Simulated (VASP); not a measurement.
# Rb in VASP: relaxation of shape and atoms at fixed volume with PBE

Aim: the relaxation of shape and atoms at fixed volume of Rb with PBE.

All numbers are computed with VASP 6.6.1; they aren't measurements. Logs are shortened: lines on timing, memory, paths and dates and some standing lists are left out, and cuts for length are marked.

### Step 1. The cell of the first run

The typed cell holds 2 atoms: a = 5.115 Å, b = 5.115 Å, c = 8.309 Å, α = 90.00°, β = 90.00°, γ = 120.00°.

This isn't the form of Rb at room conditions, which is bcc.

### Step 2. Relaxation of shape and atoms at fixed volume, PBE (94.12 Å³/atom)

File INCAR:

```
SYSTEM = Rb
  PREC = Accurate
  ENCUT = 600
  EDIFF = 1E-7
  ISMEAR = 0
  SIGMA = 0.1
  LREAL = .False.
  LASPH = .True.
  NELM = 60
  ALGO = Fast
  ISIF = 4
  LWAVE = .False.
  LCHARG = .False.
  GGA = PE
  IBRION = 2
  NSW = 50
  EDIFFG = -0.01
```

File KPOINTS:

```
Automatic mesh
0
Gamma
  12 12 8
  0 0 0
```

File POSCAR:

```
Rb
1.0
    5.1147569931      0.0000000000      0.0000000000
   -2.5573784966      4.4295094902      0.0000000000
    0.0000000000      0.0000000000      8.3085107062
Rb
2
Direct
    0.6666666667      0.3333333333      0.2499780873
    0.3333333333      0.6666666667      0.7500219127
```

Potentials or basis: VASP PAW PBE potentials, release 64 (Rb_sv).

Command:

```bash
$ cat potpaw_PBE.64/Rb_sv/POTCAR > POTCAR
$ mpirun -np 1 vasp_std > vasp.out
```

OUTCAR:

```text
SYSTEM = Rb
   PREC = Accurate
   ENCUT = 600
   EDIFF = 1E-7
   ISMEAR = 0
   LREAL = .False.
   LASPH = .True.
   NELM = 60
   ISIF = 4
   GGA = PE
   IBRION = 2
   NSW = 50
   EDIFFG = -0.01

 ion  position               nearest neighbor table
   1  0.667  0.333  0.250-   2 5.10   2 5.10   2 5.10   2 5.10   2 5.10   2 5.10
   2  0.333  0.667  0.750-   1 5.10   1 5.10   1 5.10   1 5.10   1 5.10   1 5.10

  LATTYP: Found a hexagonal cell.
 ALAT       =     5.1147569931
 C/A-ratio  =     1.6244194431

  Lattice vectors:

 A1 = (   5.1147569931,   0.0000000000,   0.0000000000)
 A2 = (  -2.5573784966,   4.4295094902,   0.0000000000)
 A3 = (   0.0000000000,   0.0000000000,   8.3085107062)

Analysis of symmetry for initial positions (statically):
=====================================================================
 Subroutine PRICEL returns:
 Original cell was already a primitive cell.

 Routine SETGRP: Setting up the symmetry group for a
 hexagonal supercell.

 Subroutine GETGRP returns: Found 12 space group operations
 (whereof 12 operations were pure point group operations)
 out of a pool of 24 trial point group operations.

The static configuration has the point symmetry D_3d.

Analysis of symmetry for dynamics (positions and initial velocities):
=====================================================================
 Subroutine PRICEL returns:
 Original cell was already a primitive cell.

 Routine SETGRP: Setting up the symmetry group for a
 hexagonal supercell.

 Subroutine GETGRP returns: Found 12 space group operations
 (whereof 12 operations were pure point group operations)
 out of a pool of 24 trial point group operations.

The dynamic configuration has the point symmetry D_3d.

 Subroutine INISYM returns: Found 12 space group operations
 (whereof 12 operations are pure point group operations),
 and found     1 'primitive' translations

----------------------------------------------------------------------------------------

                                     Primitive cell

  volume of cell :     188.2365

  direct lattice vectors                    reciprocal lattice vectors
     5.114756993  0.000000000  0.000000000     0.195512710  0.112879316  0.000000000
    -2.557378497  4.429509490  0.000000000     0.000000000  0.225758631  0.000000000
     0.000000000  0.000000000  8.308510706     0.000000000  0.000000000  0.120358514

  length of vectors
     5.114756993  5.114756993  8.308510706     0.225758631  0.225758631  0.120358514

  position of ions in fractional coordinates (direct lattice)
     0.666666667  0.333333333  0.249978087
     0.333333333  0.666666667  0.750021913

  ion indices of the primitive-cell ions
   primitive index   ion index
                 1           1
                 2           2

----------------------------------------------------------------------------------------

 KPOINTS: Automatic mesh

Automatic generation of k-mesh.
 Grid dimensions read from file:
 generate k-points for:   12   12    8

 Generating k-lattice:

  Cartesian coordinates                     Fractional coordinates (reciprocal lattice)
     0.016292726  0.009406610  0.000000000     0.083333333  0.000000000  0.000000000
     0.000000000  0.018813219  0.000000000     0.000000000  0.083333333  0.000000000
     0.000000000  0.000000000  0.015044814     0.000000000  0.000000000  0.125000000

  Length of vectors
     0.018813219  0.018813219  0.015044814

  Shift w.r.t. Gamma in fractional coordinates (k-lattice)
     0.000000000  0.000000000  0.000000000

 Subroutine IBZKPT returns following result:
 ===========================================

 Found    131 irreducible k-points:

 Following reciprocal coordinates:
            Coordinates               Weight
  0.000000  0.000000  0.000000      1.000000
  0.083333  0.000000  0.000000      6.000000
  0.166667  0.000000  0.000000      6.000000
  0.250000  0.000000  0.000000      6.000000
  0.333333  0.000000  0.000000      6.000000
  0.416667  0.000000  0.000000      6.000000
[... 16 lines left out ...]
  0.166667  0.000000  0.125000      6.000000
  0.000000  0.166667  0.125000      6.000000
 [... further k-points ...]
   k-points           NKPTS =    131   k-points in BZ     NKDIM =    131   number of bands    NBANDS=     13
   number of dos      NEDOS =    301   number of ions     NIONS =      2
   total plane-waves  NPLWV = 123480
   dimension x,y,z NGX =    42 NGY =   42 NGZ =   70
   dimension x,y,z NGXF=    84 NGYF=   84 NGZF=  140
   ions per type =               2
   NGX,Y,Z   is equivalent  to a cutoff of  13.65, 13.65, 14.01 a.u.
   NGXF,Y,Z  is equivalent  to a cutoff of  27.30, 27.30, 28.01 a.u.
 SYSTEM =  Rb
   PREC   = accura    normal or accurate (medium, high low for compatibility)
   ISTART =      0    job   : 0-new  1-cont  2-samecut
   ICHARG =      2    charge: 1-file 2-atom 10-const
   ISPIN  =      1    spin polarized calculation?
   LNONCOLLINEAR =      F non collinear calculations
   LSORBIT =      F    spin-orbit coupling
   LASPH  =      T    aspherical Exc in radial PAW
   ENCUT  =  600.0 eV  44.10 Ry    6.64 a.u.  10.22 10.22 16.59*2*pi/ulx,y,z
   NELM   =     60;   NELMIN=  2; NELMDL= -5     # of ELM steps
   EDIFF  = 0.1E-06   stopping-criterion for ELM
   LREAL  =      F    real-space projection
   EDIFFG = -.1E-01   stopping-criterion for IOM
   NSW    =     50    number of steps for IOM
   IBRION =      2    ionic relax: 0-MD 1-quasi-New 2-CG
   NFREE  =      1    steps in history (QN), initial steepest desc. (CG)
   ISIF   =      4    stress and relaxation
   ISYM   =      2    0-nonsym 1-usesym 2-fastsym
   POTIM  = 0.5000    time-step for ionic-motion
   TEBEG  =    0.0;   TEEND  =   0.0 temperature during run
   PSTRESS=    0.0 pullay stress
   NELECT =      18.0000    total number of electrons
   NUPDOWN=      -1.0000    fix difference up-down
   EMIN   =  10.00;   EMAX   =-10.00  energy-range for DOS
   EFERMI =   0.00;   METHOD = LEGACY
   ISMEAR =     0;   SIGMA  =   0.10  broadening in eV -4-tet -1-fermi 0-gaus
   EFERMI_NEDOS =   21; number of points for ismear=-14 and -15
   IALGO  =     68    algorithm
   IMIX   =      4    mixing-type and parameters
     AMIX     =   0.40;   BMIX     =  1.00
     AMIX_MAG =   1.60;   BMIX_MAG =  1.00
  volume/ion in A,a.u.               =      94.12       635.14
  Fermi-wavevector in a.u.,A,eV,Ry     =   0.748625  1.414696  7.625243  0.560440
  Thomas-Fermi vector in A             =   1.844956
   LORBIT       =      0    0 simple, 1 ext, 2 COOP (PROOUT), +10 PAW based schemes
   GGA     = PE    functional components
   LHFCALC =     F    Hartree Fock is set to
   AEXX    =    0.0000 exact exchange contribution
   IVDW    =     0    specifies the selected vdW correction
   LEPSILON=     F    determine dielectric tensor
   LRPA    =     F    only Hartree local field effects (RPA)
 conjugate gradient relaxation of ions
 non-spin polarized calculation
 RMM-DIIS sequential band-by-band and
 Gauss-broadening in eV      SIGMA  =   0.10
  energy-cutoff  :      600.00
  volume of cell :      188.24
 maximum number of plane-waves:      6330
 NGX is ok and might be reduce to    42
   NGX = 21   NGY = 21   NGZ = 33

 number of electron      18.0000000 magnetization

 Free energy of the ion-electron system (eV)
  ---------------------------------------------------
  ext. energy  EPLUGINS =         0.00000000
  ---------------------------------------------------
  free energy    TOTEN  =        -1.87879672 eV

  energy without entropy =       -1.87072755  energy(sigma->0) =       -1.87476214

 E-fermi :  -0.0679     XC(G=0):  -5.3847

 val. band max:       -0.0951255863   @ k =   0.2500   0.0000   0.2500
 cond. band min:      -0.0610942428   @ k =   0.2500   0.2500   0.3750
 fundamental gap:      0.0340313434
 Fermi energy:        -0.0679377346

 k-point     1 :       0.0000    0.0000    0.0000
  band No.  band energies     occupation
      1     -28.9762      2.00000
      2     -28.9730      2.00000
      3     -13.1067      2.00000
      4     -13.0350      2.00000
      5     -13.0350      2.00000
      6     -13.0230      2.00000
      7     -13.0230      2.00000
      8     -13.0220      2.00000
      9      -1.9907      2.00000
     10       0.0883      0.02713
     11       0.5904      0.00000
     12       3.3726      0.00000
     13       3.3929      0.00000

 k-point     2 :       0.0833    0.0000    0.0000
  band No.  band energies     occupation
      1     -28.9761      2.00000
      2     -28.9729      2.00000
      3     -13.1049      2.00000
      4     -13.0391      2.00000
      5     -13.0363      2.00000
      6     -13.0273      2.00000
      7     -13.0237      2.00000
      8     -13.0227      2.00000
      9      -1.9240      2.00000
     10       0.1605      0.00124
     11       0.6121      0.00000
     12       3.0374      0.00000
     13       3.4282      0.00000

 k-point     3 :       0.1667    0.0000    0.0000
  band No.  band energies     occupation
      1     -28.9755      2.00000
      2     -28.9727      2.00000
      3     -13.0995      2.00000
      4     -13.0505      2.00000
      5     -13.0399      2.00000
      6     -13.0390      2.00000
      7     -13.0257      2.00000
      8     -13.0249      2.00000
      9      -1.7271      2.00000
     10       0.3703      0.00000
     11       0.6785      0.00000
     12       2.5167      0.00000
     13       3.1045      0.00000
[... 305 lines left out ...]
 k-point    23 :       0.1667    0.0000    0.1250
  band No.  band energies     occupation
      1     -28.9754      2.00000
      2     -28.9728      2.00000
      3     -13.0972      2.00000
      4     -13.0497      2.00000
      5     -13.0410      2.00000
      6     -13.0394      2.00000
      7     -13.0262      2.00000
      8     -13.0262      2.00000
      9      -1.6856      2.00000
     10       0.0492      0.09751
     11       1.0035      0.00000
     12       2.5373      0.00000
     13       3.0903      0.00000

 k-point    24 :       0.0000    0.1667    0.1250
  band No.  band energies     occupation
      1     -28.9754      2.00000
      2     -28.9728      2.00000
      3     -13.0972      2.00000
      4     -13.0497      2.00000
      5     -13.0410      2.00000
      6     -13.0394      2.00000
      7     -13.0262      2.00000
      8     -13.0262      2.00000
      9      -1.6856      2.00000
     10       0.0492      0.09751
     11       1.0035      0.00000
     12       2.5373      0.00000
     13       3.1089      0.00000

 [... further k-points ...]

------------------------ aborting loop because EDIFF is reached ----------------------------------------

  FORCE on cell =-STRESS in cart. coord.  units (eV):
  Direction    XX          YY          ZZ          XY          YZ          ZX
  --------------------------------------------------------------------------------------
  -------------------------------------------------------------------------------------
  Total       -0.0866441     -0.0866441     -0.1016124      0.0000000     -0.0000000     -0.0000000
  in kB       -0.7374726     -0.7374726     -0.8648752      0.0000000     -0.0000000     -0.0000000
  external PRESSURE =      -0.7799401 kB  Pullay stress =       0.0000000 kB

 VOLUME and BASIS-vectors are now :
 -----------------------------------------------------------------------------
  energy-cutoff  :      600.00
  volume of cell :      188.24
      direct lattice vectors                 reciprocal lattice vectors
     5.114756993  0.000000000  0.000000000     0.195512710  0.112879316  0.000000000
    -2.557378497  4.429509490  0.000000000     0.000000000  0.225758631  0.000000000
     0.000000000  0.000000000  8.308510706     0.000000000  0.000000000  0.120358514

 POSITION                                       TOTAL-FORCE (eV/Angst)
 -----------------------------------------------------------------------------------
      2.55738      1.47650      2.07695        -0.000000      0.000000      0.000126
     -0.00000      2.95301      6.23157         0.000000     -0.000000     -0.000126
 -----------------------------------------------------------------------------------
    total drift:                                0.000000      0.000000      0.000000

  FREE ENERGIE OF THE ION-ELECTRON SYSTEM (eV)
  ---------------------------------------------------
  free  energy   TOTEN  =        -1.8787967214 eV

  energy  without entropy=       -1.8707275533  energy(sigma->0) =       -1.87476214

 reached required accuracy - stopping structural energy minimisation
```

Wall time 16 min (1 thread of Intel Xeon 8259CL, shared host); peak memory 0.54 GiB.

Results:

| Quantity | Value |
| --- | --- |
| Free energy | -1.8788 eV |
| Pressure after relaxing | -0.1 GPa |
| Band gap on the k mesh | zero (bands 9 and 10 overlap by 2.33 eV) |

Final structure:
```xyz
2
Lattice="5.1148 0.0000 0.0000 -2.5574 4.4295 0.0000 0.0000 0.0000 8.3085" Properties=species:S:1:pos:R:3 pbc="T T T"
Rb    2.5574    1.4765    2.0769
Rb    0.0000    2.9530    6.2316
```

The gap in the log of VASP goes by the Fermi energy; the results here count the filled bands.